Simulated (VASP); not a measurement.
Write the native input for VASP 6.6.1 that does the following.

| Quantity | Value |
| --- | --- |
| Task | single point |
| Functional | r2SCAN |
| Potentials or basis | VASP PAW PBE potentials, release 64 (Mg, O) |
| Cutoff | 660 eV |
| k mesh | 8 × 8 × 8 |
| Occupations | gaussian, width 0.03 eV |
| Spin | no spin polarisation |
| Dipole correction | no |
| Further INCAR settings | ALGO = Normal; EDIFF = 1e-06; NBANDS = 11 |

MgO:

```
CELL_PARAMETERS angstrom
0.00000 2.10600 2.10600
2.10600 0.00000 2.10600
2.10600 2.10600 0.00000
ATOMIC_POSITIONS crystal
Mg 0.00000 0.00000 0.00000
O 0.50000 0.50000 0.50000
```

One way to write it, as run:

POSCAR

```
MgO
1.0
    0.0000000000      2.1060000000      2.1060000000
    2.1060000000      0.0000000000      2.1060000000
    2.1060000000      2.1060000000      0.0000000000
Mg O
1 1
Direct
    0.0000000000      0.0000000000      0.0000000000
    0.5000000000      0.5000000000      0.5000000000
```

INCAR.step1

```
SYSTEM = MgO
PREC = Accurate
ENCUT = 660
ISMEAR = 0
SIGMA = 0.03
LREAL = .False.
LASPH = .True.
NELM = 120
NBANDS = 11
GGA = PE
ALGO = Normal
EDIFF = 1E-5
LWAVE = .True.
LCHARG = .False.
GGA_COMPAT = .False.
```

INCAR.step2

```
SYSTEM = MgO
PREC = Accurate
ENCUT = 660
EDIFF = 1E-6
ISMEAR = 0
SIGMA = 0.03
LREAL = .False.
LASPH = .True.
NELM = 120
ALGO = Normal
ISIF = 2
LWAVE = .False.
LCHARG = .False.
METAGGA = R2SCAN
LMIXTAU = .True.
NBANDS = 11
ISTART = 1
GGA_COMPAT = .False.
```

KPOINTS

```
regular mesh
0
Gamma
  8 8 8
  0 0 0
```

Potentials or basis: VASP PAW PBE potentials, release 64 (Mg, O).

Run with:

```console
$ cat potpaw_PBE.64/Mg/POTCAR potpaw_PBE.64/O/POTCAR > POTCAR
$ cp INCAR.step1 INCAR
$ mpirun -np 1 vasp_std > vasp.out
$ cp INCAR.step2 INCAR
$ mpirun -np 1 vasp_std > vasp.out
```

It gave:

```json
{
  "Pressure": "-2.3 GPa",
  "Band gap on the k mesh": "5.61 eV, direct"
}
```

Caveat: the PAW data sets were made with another functional, which shifts forces and pressure a little.

It took 31 s on 1 thread of Intel(R) Xeon(R) 6975P-C (Granite Rapids) (shared host), peak memory 0.17 GiB.
